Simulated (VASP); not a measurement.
# Ti (Fm-3m) in VASP: single point with PBEsol

Aim: the single point of Ti with PBEsol.

Program: VASP 6.6.1. These are calculated values, not measurements. Logs are shortened: lines on timing, memory, paths and dates and some standing lists are left out, and cuts for length are marked.

**1. The cell of the first run**

It takes space group Fm-3m (No. 225, cubic). The conventional cell has a = 4.060 Å, b = 4.060 Å, c = 4.060 Å, α = 90.00°, β = 90.00°, γ = 90.00°. Within 3.8 Å of Ti (site symmetry m-3m) lie 12 Ti at 2.87 Å.

This isn't the form of Ti at room conditions, which is hcp.

**2. Single point, PBEsol**

Contents of INCAR:

```
SYSTEM = Ti
ALGO = All
EDIFF = 1E-6
ENCUT = 550
GGA = PS
GGA_COMPAT = .False.
ISEARCH = 1
ISIF = 2
ISMEAR = 0
KPAR = 4
LASPH = .True.
LCHARG = .True.
LREAL = .False.
LVHAR = .True.
LWAVE = .False.
NBANDS = 58
NELM = 300
PREC = Accurate
SIGMA = 0.15
```

Contents of KPOINTS:

```
k-points
0
Gamma
  10 10 10
  0 0 0
```

Contents of POSCAR:

```
Ti
1.0
   -4.0600000000      4.0600000000      0.0000000000
    0.0000000000      4.0600000000     -4.0600000000
   -4.0600000000      0.0000000000     -4.0600000000
Ti
8
Direct
    0.0000000000      0.5000000000      0.5000000000
    0.0000000000      0.0000000000      0.5000000000
    0.0000000000      0.5000000000      0.0000000000
    0.0000000000      0.0000000000      0.0000000000
    0.5000000000      0.5000000000      0.5000000000
    0.5000000000      0.0000000000      0.5000000000
    0.5000000000      0.5000000000      0.0000000000
    0.5000000000      0.0000000000      0.0000000000
```

Potentials or basis: VASP PAW PBE potentials, release 64 (Ti_sv).

Launch:

```sh
$ cat potpaw_PBE.64/Ti_sv/POTCAR > POTCAR
$ mpirun -np 4 vasp_std > vasp.out
```

OUTCAR:

```text
SYSTEM = Ti
   EDIFF = 1E-6
   ENCUT = 550
   GGA = PS
   ISIF = 2
   ISMEAR = 0
   LASPH = .True.
   LREAL = .False.
   NELM = 300
   PREC = Accurate

 ion  position               nearest neighbor table
   1  0.000  0.500  0.500-   2 2.87   3 2.87   5 2.87   3 2.87   4 2.87   7 2.87   2 2.87   4 2.87
                             6 2.87   5 2.87   6 2.87   7 2.87
   2  0.000  0.000  0.500-   1 2.87   4 2.87   6 2.87   3 2.87   4 2.87   8 2.87   1 2.87   3 2.87
                             5 2.87   5 2.87   6 2.87   8 2.87
   3  0.000  0.500  0.000-   1 2.87   4 2.87   7 2.87   1 2.87   2 2.87   5 2.87   2 2.87   4 2.87
                             8 2.87   5 2.87   7 2.87   8 2.87
   4  0.000  0.000  0.000-   2 2.87   3 2.87   8 2.87   1 2.87   2 2.87   6 2.87   1 2.87   3 2.87
                             7 2.87   6 2.87   7 2.87   8 2.87
   5  0.500  0.500  0.500-   1 2.87   6 2.87   7 2.87   3 2.87   7 2.87   8 2.87   2 2.87   6 2.87
                             8 2.87   1 2.87   2 2.87   3 2.87
   6  0.500  0.000  0.500-   2 2.87   5 2.87   8 2.87   4 2.87   7 2.87   8 2.87   1 2.87   5 2.87
                             7 2.87   1 2.87   2 2.87   4 2.87
   7  0.500  0.500  0.000-   3 2.87   5 2.87   8 2.87   1 2.87   5 2.87   6 2.87   4 2.87   6 2.87
                             8 2.87   1 2.87   3 2.87   4 2.87
   8  0.500  0.000  0.000-   4 2.87   6 2.87   7 2.87   2 2.87   5 2.87   6 2.87   3 2.87   5 2.87
                             7 2.87   2 2.87   3 2.87   4 2.87
[... 6 lines left out ...]
 A1 = (  -4.0600000000,   4.0600000000,   0.0000000000)
 A2 = (   0.0000000000,   4.0600000000,  -4.0600000000)
 A3 = (  -4.0600000000,   0.0000000000,  -4.0600000000)

Analysis of symmetry for initial positions (statically):
=====================================================================
 Subroutine PRICEL returns following result:

  LATTYP: Found a face centered cubic cell.
 ALAT       =     4.0600000000

  Lattice vectors:

 A1 = (  -2.0300000000,   2.0300000000,   0.0000000000)
 A2 = (   0.0000000000,   2.0300000000,  -2.0300000000)
 A3 = (  -2.0300000000,   0.0000000000,  -2.0300000000)

   8 primitive cells build up your supercell.

 Routine SETGRP: Setting up the symmetry group for a
 face centered cubic supercell.

 Subroutine GETGRP returns: Found 48 space group operations
 (whereof 48 operations were pure point group operations)
 out of a pool of 48 trial point group operations.

The static configuration has the point symmetry O_h .

Analysis of symmetry for dynamics (positions and initial velocities):
=====================================================================
 Subroutine PRICEL returns following result:
[... 126 lines left out ...]
   TEBEG  =    0.0;   TEEND  =   0.0 temperature during run
   PSTRESS=    0.0 pullay stress
   NELECT =      96.0000    total number of electrons
   NUPDOWN=      -1.0000    fix difference up-down
   EMIN   =  10.00;   EMAX   =-10.00  energy-range for DOS
   EFERMI =   0.00;   METHOD = LEGACY
   ISMEAR =     0;   SIGMA  =   0.15  broadening in eV -4-tet -1-fermi 0-gaus
   EFERMI_NEDOS =   21; number of points for ismear=-14 and -15
   IALGO  =     58    algorithm
   IMIX   =      4    mixing-type and parameters
     AMIX     =   0.40;   BMIX     =  1.00
     AMIX_MAG =   1.60;   BMIX_MAG =  1.00
  volume/ion in A,a.u.               =      16.73       112.91
  Fermi-wavevector in a.u.,A,eV,Ry     =   1.465421  2.769245 29.217967  2.147460
  Thomas-Fermi vector in A             =   2.581280
   LORBIT       =      0    0 simple, 1 ext, 2 COOP (PROOUT), +10 PAW based schemes
   GGA     = PS    functional components
   LHFCALC =     F    Hartree Fock is set to
   AEXX    =    0.0000 exact exchange contribution
   IVDW    =     0    specifies the selected vdW correction
   LEPSILON=     F    determine dielectric tensor
   LRPA    =     F    only Hartree local field effects (RPA)
 non-spin polarized calculation
 Gauss-broadening in eV      SIGMA  =   0.15
  energy-cutoff  :      550.00
  volume of cell :      133.85
 maximum number of plane-waves:      3948
 NGX is ok and might be reduce to    48
   NGX = 21   NGY = 21   NGZ = 21

 number of electron      96.0000013 magnetization

 Free energy of the ion-electron system (eV)
  ---------------------------------------------------
  ext. energy  EPLUGINS =         0.00000000
  ---------------------------------------------------
  free energy    TOTEN  =       -66.34089320 eV

  energy without entropy =      -66.19186454  energy(sigma->0) =      -66.26637887

 E-fermi :   8.4962     XC(G=0): -11.8158

 val. band max:        8.4916220712   @ k =  -0.4000   0.3000   0.0000
 cond. band min:       8.5021257964   @ k =   0.4000   0.3000   0.0000
 fundamental gap:      0.0105037251
 Fermi energy:         8.4962147195

 k-point     1 :       0.0000    0.0000    0.0000
  band No.  band energies     occupation
      1     -47.9199      2.00000
      2     -47.7748      2.00000
      3     -47.7748      2.00000
      4     -47.7748      2.00000
      5     -47.7748      2.00000
      6     -47.7278      2.00000
[... 1453 lines left out ...]
     57       9.9431      0.00000
     58       9.9812      0.00000

 [... further k-points ...]

------------------------ aborting loop because EDIFF is reached ----------------------------------------

  FORCE on cell =-STRESS in cart. coord.  units (eV):
  Direction    XX          YY          ZZ          XY          YZ          ZX
  --------------------------------------------------------------------------------------
  -------------------------------------------------------------------------------------
  Total       -0.4674471     -0.4674471     -0.4674471      0.0000000      0.0000000      0.0000000
  in kB       -5.5954492     -5.5954492     -5.5954492      0.0000000      0.0000000      0.0000000
  external PRESSURE =      -5.5954492 kB  Pullay stress =       0.0000000 kB

 VOLUME and BASIS-vectors are now :
 -----------------------------------------------------------------------------
  energy-cutoff  :      550.00
  volume of cell :      133.85
      direct lattice vectors                 reciprocal lattice vectors
    -4.060000000  4.060000000  0.000000000    -0.123152709  0.123152709  0.123152709
     0.000000000  4.060000000 -4.060000000     0.123152709  0.123152709 -0.123152709
    -4.060000000  0.000000000 -4.060000000    -0.123152709 -0.123152709 -0.123152709

 POSITION                                       TOTAL-FORCE (eV/Angst)
 -----------------------------------------------------------------------------------
     -2.03000      2.03000     -4.06000        -0.000000     -0.000000      0.000000
     -2.03000      0.00000     -2.03000        -0.000000     -0.000000     -0.000000
      0.00000      2.03000     -2.03000        -0.000000     -0.000000      0.000000
      0.00000      0.00000      0.00000         0.000000      0.000000     -0.000000
     -4.06000      4.06000     -4.06000         0.000000      0.000000     -0.000000
     -4.06000      2.03000     -2.03000        -0.000000      0.000000     -0.000000
     -2.03000      4.06000     -2.03000        -0.000000     -0.000000     -0.000000
     -2.03000      2.03000      0.00000         0.000000      0.000000      0.000000
 -----------------------------------------------------------------------------------
    total drift:                               -0.000000      0.000000     -0.000000

  FREE ENERGIE OF THE ION-ELECTRON SYSTEM (eV)
  ---------------------------------------------------
  free  energy   TOTEN  =       -66.3408932014 eV

  energy  without entropy=      -66.1918553875  energy(sigma->0) =      -66.26637429
```

OSZICAR:

```text
N       E                     dE             d eps       ncg     rms           ort
DAV:   1     0.141129821778E+04    0.14113E+04   -0.50469E+04  2726   0.223E+03
DAV:   2     0.124083908796E+03   -0.12872E+04   -0.12639E+04  2726   0.662E+02
DAV:   3    -0.476188150293E+02   -0.17170E+03   -0.16311E+03  2726   0.206E+02
DAV:   4    -0.730794889549E+02   -0.25461E+02   -0.24969E+02  2726   0.690E+01
DAV:   5    -0.750410430031E+02   -0.19616E+01   -0.19532E+01  2726   0.158E+01
SDA:   6    -0.543176476048E+02    0.20723E+02   -0.19532E+01  2726   0.757E+02   0.000E+00
CGA:   7    -0.636209877393E+02   -0.93033E+01   -0.92971E+01  2726   0.794E+01   0.903E-01
CGA:   8    -0.657706760152E+02   -0.21497E+01   -0.21954E+01  2726   0.185E+01  -0.417E+00
CGA:   9    -0.660941387807E+02   -0.32346E+00   -0.32338E+00  2726   0.625E+00  -0.184E-02
CGA:  10    -0.662759942721E+02   -0.18186E+00   -0.18192E+00  2726   0.202E+00  -0.449E-03
CGA:  11    -0.663164885915E+02   -0.40494E-01   -0.40495E-01  2726   0.660E-01  -0.248E-03
CGA:  12    -0.663302212219E+02   -0.13733E-01   -0.13733E-01  2726   0.245E-01   0.296E-04
[... 18 lines left out ...]
CGA:  31    -0.663408923600E+02   -0.13831E-05   -0.13867E-05  2726   0.231E-05  -0.390E-07
CGA:  32    -0.663408932014E+02   -0.84140E-06   -0.84130E-06  2726   0.160E-05   0.261E-06
   1 F= -.66340893E+02 E0= -.66266374E+02  d E =-.149038E+00
```

stdout:

```text
POSCAR found type information on POSCAR Ti
 POSCAR found :  1 types and       8 ions
 scaLAPACK will be used
 -----------------------------------------------------------------------------
|                                                                             |
[... 62 lines left out ...]
 gam= 0.714 trial= 0.731  step=  0.8449 mean=  0.7307
 gam= 0.690 g(H,U,f)=  0.220E-05 0.984E-07 0.181E-07 ort(H,U,f) = 0.237E-07-0.505E-07-0.121E-07
 gam= 0.690 trial= 0.742  step=  0.7364 mean=  0.7421
 gam= 0.692 g(H,U,f)=  0.153E-05 0.561E-07 0.110E-07 ort(H,U,f) = 0.209E-06 0.452E-07 0.668E-08
 gam= 0.692 trial= 0.742  step=  0.7931 mean=  0.7415
 final diagonalization occupied
```

Wall time 3.9 min (4 MPI ranks of AMD EPYC 7R43 (Zen 3), shared host); peak memory 0.79 GiB.

What came out:

```yaml
Free_energy: -66.3409 eV
Pressure: -0.6 GPa
Band_gap_on_the_k_mesh: zero (bands 48 and 49 overlap by 1.20 eV)
```

Caveat: the PAW data sets were made with another functional, which shifts forces and pressure a little.
